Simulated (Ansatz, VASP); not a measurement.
BeSb: VASP beside Ansatz

```
Be Sb
1.0
     3.39150    0.00000    0.00000
    -1.69575    2.93713    0.00000
     0.00000    0.00000    3.26705
Be Sb
1 1
Direct
  0.00000 0.00000 0.00000
  0.33333 0.66667 0.50000
```

Alike in both runs: task single point; functional PBE; k mesh 6 × 6 × 6; occupations gaussian, width 0.1 eV; no spin polarisation.

|  | VASP | Ansatz |
| --- | --- | --- |
| version | VASP 6.6.1 | Ansatz 0.2.0 |
| potentials or method | VASP PAW PBE potentials, release 64 (Be, Sb), cutoff 520 eV | scalar-relativistic, plane waves, PAW |
| valence electrons in the cell | 7 | 17 |

|  | VASP | Ansatz | Ansatz less VASP |
| --- | --- | --- | --- |
| gap on the k mesh at the Fermi level (eV) | none | none | - |
| pressure (GPa) | 15.4 | 15.0 | -0.34 |
| traceless stress, the component that is largest in VASP (GPa) | 5.27 | 5.23 | -0.035 |

A gap of «none» marks a metal or a gap that the smearing closes. VASP's potentials hold 7 valence electrons a cell and Ansatz's 17, so a difference there can come from the potentials and not from the codes.

Neither program's run includes spin-orbit coupling.
